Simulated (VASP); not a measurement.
# AlNi3 (Pm-3m) in VASP: further runs

AlNi3 is run at these levels: PBE; tasks: single point, relaxation of cell and atoms.

Everything below comes from runs of VASP 6.6.1. Logs are shortened: lines on timing, memory, paths and dates and some standing lists are left out, and cuts for length are marked.

## 1. The cell of the first run

Symmetry: Pm-3m, No. 221, cubic system. Conventional cell: a = 3.565 Å, b = 3.565 Å, c = 3.565 Å, α = 90.00°, β = 90.00°, γ = 90.00°. Within 3.3 Å of Al (site symmetry m-3m) lie 12 Ni at 2.52 Å. Within 3.3 Å of Ni (site symmetry 4/mmm) lie 4 Al at 2.52 Å and 8 Ni at 2.52 Å.

## 2. Single point, PBE

Input file INCAR:

```
  ALGO = Normal
  EDIFF = 1E-6
  ENCUT = 600
  GGA = PE
  GGA_COMPAT = False
  ISIF = 2
  ISMEAR = 0
  LASPH = True
  LCHARG = False
  LREAL = False
  LWAVE = False
  NBANDS = 43
  NELM = 120
  PREC = Accurate
  SIGMA = 0.1
```

Input file KPOINTS:

```
k-points
0
Gamma
  10 10 10
```

Input file POSCAR:

```
AlNi3
1.0
    0.0000000000      3.5651272398      3.5651272398
    3.5651272398      0.0000000000      3.5651272398
    3.5651272398      3.5651272398      0.0000000000
Al Ni
2 6
Direct
    0.0000000000      0.0000000000      0.0000000000
    0.5000000000      0.5000000000      0.5000000000
    0.5000000000      0.0000000000      0.0000000000
    0.0000000000      0.5000000000      0.0000000000
    0.0000000000      0.0000000000      0.5000000000
    1.0000000000      0.5000000000      0.5000000000
    0.5000000000      1.0000000000      0.5000000000
    0.5000000000      0.5000000000      1.0000000000
```

Potentials or basis: VASP PAW PBE potentials, release 64 (Al, Ni).

Command:

```
cat potpaw_PBE.64/Al/POTCAR potpaw_PBE.64/Ni/POTCAR > POTCAR
mpirun -np 1 vasp_std > vasp.out
```

OUTCAR:

```text
EDIFF = 1E-6
   ENCUT = 600
   GGA = PE
   ISIF = 2
   ISMEAR = 0
   LASPH = True
   LREAL = False
   NELM = 120
   PREC = Accurate

 ion  position               nearest neighbor table
   1  0.000  0.000  0.000-   3 2.52   4 2.52   5 2.52   5 2.52   6 2.52   7 2.52   4 2.52   6 2.52
                             8 2.52   3 2.52   7 2.52   8 2.52
   2  0.500  0.500  0.500-   6 2.52   7 2.52   8 2.52   3 2.52   4 2.52   8 2.52   3 2.52   5 2.52
                             7 2.52   4 2.52   5 2.52   6 2.52
   3  0.500  0.000  0.000-   1 2.52   7 2.52   8 2.52   2 2.52   5 2.52   7 2.52   2 2.52   4 2.52
                             8 2.52   1 2.52   4 2.52   5 2.52
   4  0.000  0.500  0.000-   1 2.52   6 2.52   8 2.52   2 2.52   5 2.52   6 2.52   1 2.52   3 2.52
                             5 2.52   2 2.52   3 2.52   8 2.52
   5  0.000  0.000  0.500-   1 2.52   6 2.52   7 2.52   1 2.52   3 2.52   4 2.52   2 2.52   4 2.52
                             6 2.52   2 2.52   3 2.52   7 2.52
   6  0.000  0.500  0.500-   2 2.52   4 2.52   5 2.52   1 2.52   4 2.52   8 2.52   1 2.52   5 2.52
                             7 2.52   2 2.52   7 2.52   8 2.52
   7  0.500  0.000  0.500-   2 2.52   3 2.52   5 2.52   1 2.52   3 2.52   8 2.52   2 2.52   6 2.52
                             8 2.52   1 2.52   5 2.52   6 2.52
   8  0.500  0.500  0.000-   2 2.52   3 2.52   4 2.52   2 2.52   6 2.52   7 2.52   1 2.52   3 2.52
                             7 2.52   1 2.52   4 2.52   6 2.52

  LATTYP: Found a face centered cubic cell.
 ALAT       =     7.1302544796

  Lattice vectors:

 A1 = (   0.0000000000,   3.5651272398,   3.5651272398)
 A2 = (   3.5651272398,   0.0000000000,   3.5651272398)
 A3 = (   3.5651272398,   3.5651272398,   0.0000000000)

Analysis of symmetry for initial positions (statically):
=====================================================================
 Subroutine PRICEL returns following result:

  LATTYP: Found a simple cubic cell.
 ALAT       =     3.5651272398

  Lattice vectors:

 A1 = (  -3.5651272398,   0.0000000000,   0.0000000000)
 A2 = (   0.0000000000,   0.0000000000,   3.5651272398)
 A3 = (   0.0000000000,   3.5651272398,   0.0000000000)

   2 primitive cells build up your supercell.

 Routine SETGRP: Setting up the symmetry group for a
 face centered cubic supercell.

 Subroutine GETGRP returns: Found 48 space group operations
 (whereof 48 operations were pure point group operations)
 out of a pool of 48 trial point group operations.

The static configuration has the point symmetry O_h .

Analysis of symmetry for dynamics (positions and initial velocities):
=====================================================================
 Subroutine PRICEL returns following result:

  LATTYP: Found a simple cubic cell.
 ALAT       =     3.5651272398

  Lattice vectors:

 A1 = (  -3.5651272398,   0.0000000000,   0.0000000000)
 A2 = (   0.0000000000,   0.0000000000,   3.5651272398)
 A3 = (   0.0000000000,   3.5651272398,   0.0000000000)

   2 primitive cells build up your supercell.

 Routine SETGRP: Setting up the symmetry group for a
 face centered cubic supercell.

 Subroutine GETGRP returns: Found 48 space group operations
 (whereof 48 operations were pure point group operations)
 out of a pool of 48 trial point group operations.

The dynamic configuration has the point symmetry O_h .

 Subroutine INISYM returns: Found 48 space group operations
 (whereof 48 operations are pure point group operations),
 and found     2 'primitive' translations

----------------------------------------------------------------------------------------

                                     Primitive cell

  volume of cell :      45.3132

  direct lattice vectors                    reciprocal lattice vectors
    -3.565127240  0.000000000  0.000000000    -0.280494898  0.000000000  0.000000000
     0.000000000  0.000000000  3.565127240     0.000000000  0.000000000  0.280494898
     0.000000000  3.565127240  0.000000000     0.000000000  0.280494898  0.000000000

  length of vectors
     3.565127240  3.565127240  3.565127240     0.280494898  0.280494898  0.280494898

  position of ions in fractional coordinates (direct lattice)
     0.000000000  0.000000000  0.000000000
     0.000000000  0.500000000  0.500000000
     0.500000000  0.500000000  0.000000000
     0.500000000  0.000000000  0.500000000

  ion indices of the primitive-cell ions
   primitive index   ion index
                 1           1
                 2           3
                 3           4
                 4           5

----------------------------------------------------------------------------------------

 KPOINTS: k-points

Automatic generation of k-mesh.
 Grid dimensions read from file:
 generate k-points for:   10   10   10

 Generating k-lattice:

  Cartesian coordinates                     Fractional coordinates (reciprocal lattice)
    -0.014024745  0.014024745  0.014024745     0.100000000  0.000000000  0.000000000
     0.014024745 -0.014024745  0.014024745     0.000000000  0.100000000  0.000000000
     0.014024745  0.014024745 -0.014024745     0.000000000  0.000000000  0.100000000

  Length of vectors
     0.024291571  0.024291571  0.024291571

  Shift w.r.t. Gamma in fractional coordinates (k-lattice)
     0.000000000  0.000000000  0.000000000

 Subroutine IBZKPT returns following result:
 ===========================================

 Found     47 irreducible k-points:

 Following reciprocal coordinates:
            Coordinates               Weight
  0.000000  0.000000  0.000000      1.000000
  0.100000  0.000000  0.000000      8.000000
  0.200000  0.000000  0.000000      8.000000
  0.300000  0.000000  0.000000      8.000000
  0.400000  0.000000  0.000000      8.000000
  0.500000  0.000000  0.000000      4.000000
[... 16 lines left out ...]
  0.300000  0.300000  0.000000      6.000000
  0.400000  0.300000  0.000000     24.000000
 [... further k-points ...]
   k-points           NKPTS =     47   k-points in BZ     NKDIM =     47   number of bands    NBANDS=     43
   number of dos      NEDOS =    301   number of ions     NIONS =      8
   total plane-waves  NPLWV =  64000
   dimension x,y,z NGX =    40 NGY =   40 NGZ =   40
   dimension x,y,z NGXF=    80 NGYF=   80 NGZF=   80
   ions per type =               2   6
   NGX,Y,Z   is equivalent  to a cutoff of  13.19, 13.19, 13.19 a.u.
   NGXF,Y,Z  is equivalent  to a cutoff of  26.38, 26.38, 26.38 a.u.
 SYSTEM =  unknown system
   PREC   = accura    normal or accurate (medium, high low for compatibility)
   ISTART =      0    job   : 0-new  1-cont  2-samecut
   ICHARG =      2    charge: 1-file 2-atom 10-const
   ISPIN  =      1    spin polarized calculation?
   LNONCOLLINEAR =      F non collinear calculations
   LSORBIT =      F    spin-orbit coupling
   LASPH  =      T    aspherical Exc in radial PAW
   ENCUT  =  600.0 eV  44.10 Ry    6.64 a.u.  10.07 10.07 10.07*2*pi/ulx,y,z
   NELM   =    120;   NELMIN=  2; NELMDL= -5     # of ELM steps
   EDIFF  = 0.1E-05   stopping-criterion for ELM
   LREAL  =      F    real-space projection
[... 7 lines left out ...]
   TEBEG  =    0.0;   TEEND  =   0.0 temperature during run
   PSTRESS=    0.0 pullay stress
   NELECT =      66.0000    total number of electrons
   NUPDOWN=      -1.0000    fix difference up-down
   EMIN   =  10.00;   EMAX   =-10.00  energy-range for DOS
   EFERMI =   0.00;   METHOD = LEGACY
   ISMEAR =     0;   SIGMA  =   0.10  broadening in eV -4-tet -1-fermi 0-gaus
   EFERMI_NEDOS =   21; number of points for ismear=-14 and -15
   IALGO  =     38    algorithm
   IMIX   =      4    mixing-type and parameters
     AMIX     =   0.40;   BMIX     =  1.00
     AMIX_MAG =   1.60;   BMIX_MAG =  1.00
  volume/ion in A,a.u.               =      11.33        76.45
  Fermi-wavevector in a.u.,A,eV,Ry     =   1.472893  2.783364 29.516655  2.169413
  Thomas-Fermi vector in A             =   2.587852
   LORBIT       =      0    0 simple, 1 ext, 2 COOP (PROOUT), +10 PAW based schemes
   GGA     = PE    functional components
   LHFCALC =     F    Hartree Fock is set to
   AEXX    =    0.0000 exact exchange contribution
   IVDW    =     0    specifies the selected vdW correction
   LEPSILON=     F    determine dielectric tensor
   LRPA    =     F    only Hartree local field effects (RPA)
 non-spin polarized calculation
 Gauss-broadening in eV      SIGMA  =   0.10
  energy-cutoff  :      600.00
  volume of cell :       90.63
 maximum number of plane-waves:      3042
   NGX = 21   NGY = 21   NGZ = 21

 number of electron      66.0000011 magnetization

 Free energy of the ion-electron system (eV)
  ---------------------------------------------------
  ext. energy  EPLUGINS =         0.00000000
  ---------------------------------------------------
  free energy    TOTEN  =       -43.78086737 eV

  energy without entropy =      -43.72208889  energy(sigma->0) =      -43.75147813

 E-fermi :   9.4067     XC(G=0): -12.6615

 val. band max:        9.4045686995   @ k =   0.3000   0.0000   0.0000
 cond. band min:       9.4089689947   @ k =   0.5000   0.1000   0.0000
 fundamental gap:      0.0044002952
 Fermi energy:         9.4066667949

 k-point     1 :       0.0000    0.0000    0.0000
  band No.  band energies     occupation
      1      -0.4931      2.00000
      2       3.8652      2.00000
      3       5.2198      2.00000
      4       5.6364      2.00000
      5       5.6364      2.00000
      6       5.6364      2.00000
[... 35 lines left out ...]
     42      13.5421      0.00000
     43      16.0201      0.00000

 k-point     2 :       0.1000    0.0000    0.0000
  band No.  band energies     occupation
      1      -0.4019      2.00000
      2       3.8593      2.00000
      3       5.2502      2.00000
      4       5.4628      2.00000
      5       5.6561      2.00000
      6       5.6561      2.00000
[... 35 lines left out ...]
     42      14.0588      0.00000
     43      16.2220      0.00000

 k-point     3 :       0.2000    0.0000    0.0000
  band No.  band energies     occupation
      1      -0.1303      2.00000
      2       3.7438      2.00000
      3       5.0863      2.00000
      4       5.3351      2.00000
      5       5.7075      2.00000
      6       5.7075      2.00000
[... 919 lines left out ...]
      6       5.7893      2.00000
[... 35 lines left out ...]
     42      15.9499      0.00000
     43      16.7249      0.00000

 k-point    24 :       0.4000    0.3000    0.0000
  band No.  band energies     occupation
      1       1.0007      2.00000
      2       3.6445      2.00000
      3       4.1207      2.00000
      4       4.7706      2.00000
      5       4.7987      2.00000
      6       5.9055      2.00000
[... 35 lines left out ...]
     42      16.2580      0.00000
     43      16.7252      0.00000

 [... further k-points ...]
[... 5 lines left out ...]
  --------------------------------------------------------------------------------------
  -------------------------------------------------------------------------------------
  Total       -0.0036018     -0.0036018     -0.0036018      0.0000000      0.0000000     -0.0000000
  in kB       -0.0636759     -0.0636759     -0.0636759      0.0000000      0.0000000     -0.0000000
  external PRESSURE =      -0.0636759 kB  Pullay stress =       0.0000000 kB

 VOLUME and BASIS-vectors are now :
 -----------------------------------------------------------------------------
  energy-cutoff  :      600.00
  volume of cell :       90.63
      direct lattice vectors                 reciprocal lattice vectors
     0.000000000  3.565127240  3.565127240    -0.140247449  0.140247449  0.140247449
     3.565127240  0.000000000  3.565127240     0.140247449 -0.140247449  0.140247449
     3.565127240  3.565127240  0.000000000     0.140247449  0.140247449 -0.140247449

 POSITION                                       TOTAL-FORCE (eV/Angst)
 -----------------------------------------------------------------------------------
      0.00000      0.00000      0.00000        -0.000000      0.000000     -0.000000
      3.56513      3.56513      3.56513         0.000000      0.000000     -0.000000
      0.00000      1.78256      1.78256        -0.000000      0.000000      0.000000
      1.78256      0.00000      1.78256         0.000000     -0.000000     -0.000000
      1.78256      1.78256      0.00000         0.000000      0.000000     -0.000000
      3.56513      1.78256      1.78256         0.000000      0.000000      0.000000
      1.78256      3.56513      1.78256        -0.000000     -0.000000      0.000000
      1.78256      1.78256      3.56513        -0.000000     -0.000000     -0.000000
 -----------------------------------------------------------------------------------
    total drift:                               -0.000000     -0.000000      0.000000

  FREE ENERGIE OF THE ION-ELECTRON SYSTEM (eV)
  ---------------------------------------------------
  free  energy   TOTEN  =       -43.7808673714 eV

  energy  without entropy=      -43.7220888925  energy(sigma->0) =      -43.75147813
```

It took 6 min on 1 thread of Oxide Virtual Turin-like, shared host; peak memory 0.3 GiB.

Results:

```yaml
Free_energy: -43.7809 eV
Pressure: 0.0 GPa
Band_gap_on_the_k_mesh: zero (bands 33 and 34 overlap by 0.86 eV)
```

Levels at points of the mesh, in eV from the Fermi level:
```csv
k point,band 29,band 30,band 31,band 32,band 33,band 34,band 35,band 36,band 37,band 38
"(0.00, 0.00, 0.00)",-0.07,-0.02,-0.02,-0.02,0.18,0.18,0.18,0.89,0.89,0.89
"(0.50, 0.00, 0.00)",-0.76,-0.76,0.03,0.03,0.61,0.61,1.39,1.39,1.39,1.39
"(0.50, 0.50, 0.00)",-0.87,-0.81,-0.73,-0.46,-0.36,0.18,1.01,1.01,5.53,5.53
```

Spin polarisation is off, so any magnetic state and its effect on volume and gap are missing.

## 3. Single point, PBE, collinear spin, antiferromagnetic start

This run uses another cell than the first one, of 10.93 Å³/atom.

Input file INCAR:

```
ALGO = Normal
EDIFF = 1E-6
ENCUT = 600
GGA = PE
GGA_COMPAT = F
ISIF = 2
ISMEAR = 0
ISPIN = 2
LASPH = T
LCHARG = F
LMAXMIX = 4
LORBIT = 11
LREAL = F
LWAVE = F
MAGMOM = 0 0 0.8 0.8 0.8 -0.8 -0.8 -0.8
NBANDS = 47
NELM = 200
PREC = Accurate
SIGMA = 0.1
```

Input file KPOINTS:

```
k-points
0
Gamma
  4 4 4
```

POSCAR: that of step 2 with these lines changed.

```diff
@@ -2,5 +2,5 @@
 1.0
-    0.0000000000      3.5651272398      3.5651272398
-    3.5651272398      0.0000000000      3.5651272398
-    3.5651272398      3.5651272398      0.0000000000
+    0.0000000000      3.5230547270      3.5230547270
+    3.5230547270      0.0000000000      3.5230547270
+    3.5230547270      3.5230547270      0.0000000000
 Al Ni
```

Potentials or basis: VASP PAW PBE potentials, release 64 (Al, Ni).

Command:

```
cat potpaw_PBE.64/Al/POTCAR potpaw_PBE.64/Ni/POTCAR > POTCAR
mpirun -np 1 vasp_std > vasp.out
```

It took 4.1 min on 1 thread of Oxide Virtual Turin-like, shared host; peak memory 0.29 GiB.

Results (log left out):

- Free energy: -43.7794 eV
- Pressure: 6.9 GPa
- Band gap on the k mesh: zero (filled and empty bands overlap)
- Net moment: 0.00 μB per cell
- Valence electrons inside the program's atomic spheres: Al 0.82; Ni 9.45

Levels at points of the mesh, in eV from the Fermi level:
Spin up:
| k point | band 29 | band 30 | band 31 | band 32 | band 33 | band 34 | band 35 | band 36 | band 37 | band 38 |
| --- | --- | --- | --- | --- | --- | --- | --- | --- | --- | --- |
| (0.00, 0.00, 0.00) | -0.11 | -0.05 | -0.05 | -0.05 | 0.16 | 0.16 | 0.16 | 0.85 | 0.85 | 0.85 |
| (0.50, 0.00, 0.00) | -0.83 | -0.83 | 0.01 | 0.01 | 0.59 | 0.59 | 1.41 | 1.41 | 1.41 | 1.41 |
| (0.50, 0.50, 0.50) | -0.83 | -0.83 | 0.01 | 0.01 | 0.59 | 0.59 | 1.41 | 1.41 | 1.41 | 1.41 |
| (0.50, 0.50, 0.00) | -0.95 | -0.89 | -0.79 | -0.52 | -0.41 | 0.16 | 1.04 | 1.04 | 5.67 | 5.67 |
Spin down:
```tsv
k point	band 31	band 32	band 33	band 34	band 35	band 36
(0.00, 0.00, 0.00)	-0.05	-0.05	0.16	0.16	0.16	0.85
(0.50, 0.00, 0.00)	0.01	0.01	0.59	0.59	1.41	1.41
(0.50, 0.50, 0.50)	0.01	0.01	0.59	0.59	1.41	1.41
(0.50, 0.50, 0.00)	-0.79	-0.52	-0.41	0.16	1.04	1.04
```

Caveat: the k points lie up to 0.39 Å⁻¹ apart, too coarse for converged energies and pressures of a metal; the moments typed at the start vanished in this run.

## 4. Relaxation of cell and atoms, PBE

This run uses another cell than the first one, of 10.93 Å³/atom.

Input file INCAR:

```
ALGO = Normal
EDIFF = 1E-7
EDIFFG = -0.002
ENCUT = 600
GGA = PE
GGA_COMPAT = F
IBRION = 2
ISIF = 3
ISMEAR = 0
LASPH = T
LCHARG = F
LREAL = F
LWAVE = F
NELM = 120
NELMIN = 4
NSW = 100
PREC = Accurate
SIGMA = 0.1
```

Input file KPOINTS:

```
k-points
0
Gamma
  10 10 10
```

POSCAR is that of step 3.

Command:

```
cat potpaw_PBE.64/Al/POTCAR potpaw_PBE.64/Ni/POTCAR > POTCAR
mpirun -np 1 vasp_std > vasp.out
```

It took 12 min on 1 thread of Oxide Virtual Turin-like, shared host; peak memory 0.31 GiB.

Results (log left out):

| Quantity | Value |
| --- | --- |
| Free energy | -43.7795 eV |
| Relaxed volume | 11.33 Å³/atom |
| Relaxed cell | a = 5.042 Å, b = 5.042 Å, c = 5.042 Å, α = 60.00°, β = 60.00°, γ = 60.00° |
| Space group after relaxing (to 0.1 Å) | Pm-3m (No. 221) |
| Energy gained by relaxing | 8.3 meV/atom |
| Ionic steps | 3 |
| Pressure after relaxing | 0.0 GPa |
| Band gap on the k mesh | zero (bands 33 and 34 overlap by 0.86 eV) |

Step by step:
```
step  energy change (eV)  largest force (eV/Å)  pressure (GPa)  volume (Å³)
   1              0.0000                0.0000            6.98        87.46
   2             -0.0137                0.0000           -5.45        93.62
   3             -0.0665                0.0000            0.00        90.63
```

Final structure:
```xyz
8
Lattice="0.0000 3.5652 3.5652 3.5652 0.0000 3.5652 3.5652 3.5652 0.0000" Properties=species:S:1:pos:R:3 pbc="T T T"
Al    0.0000    0.0000    0.0000
Al    3.5652    3.5652    3.5652
Ni    0.0000    1.7826    1.7826
Ni    1.7826    0.0000    1.7826
Ni    1.7826    1.7826    0.0000
Ni    3.5652    1.7826    1.7826
Ni    1.7826    3.5652    1.7826
Ni    1.7826    1.7826    3.5652
```

Levels at points of the mesh, in eV from the Fermi level:
| k point | band 30 | band 31 | band 32 | band 33 | band 34 | band 35 | band 36 | band 37 |
| --- | --- | --- | --- | --- | --- | --- | --- | --- |
| (0.00, 0.00, 0.00) | -0.02 | -0.02 | -0.02 | 0.18 | 0.18 | 0.18 | 0.89 | 0.89 |
| (0.50, 0.00, 0.00) | -0.76 | 0.03 | 0.03 | 0.61 | 0.61 | 1.39 | 1.39 | 1.39 |
| (0.50, 0.50, 0.00) | -0.81 | -0.73 | -0.46 | -0.36 | 0.18 | 1.01 | 1.01 | 5.53 |

## 5. Summary

| task | spin | cell | k mesh | gap on the mesh (eV) | pressure (GPa) |
| --- | --- | --- | --- | --- | --- |
| single point | off | a = 5.042 Å, angles 60.0°, 8 atoms | 10 × 10 × 10 | none | 0.0 |
| single point | collinear, antiferromagnetic start | a = 4.982 Å, angles 60.0°, 8 atoms | 4 × 4 × 4 | none | 6.9 |
| relaxation of cell and atoms | off | relaxed from a = 4.982 Å, angles 60.0°, 8 atoms | 10 × 10 × 10 | none | 0.0 |

Alike in all rows: level PBE; potentials or basis VASP PAW PBE potentials, release 64 (Al, Ni); cutoff (eV) 600; smearing gaussian 0.1 eV.

Caveats: some runs use coarse meshes; the moments typed at the start vanished in this run (at least some runs).

Absolute energies hang on the potentials; compare differences alone.

The gap in the log of VASP goes by the Fermi energy; the results here count the filled bands.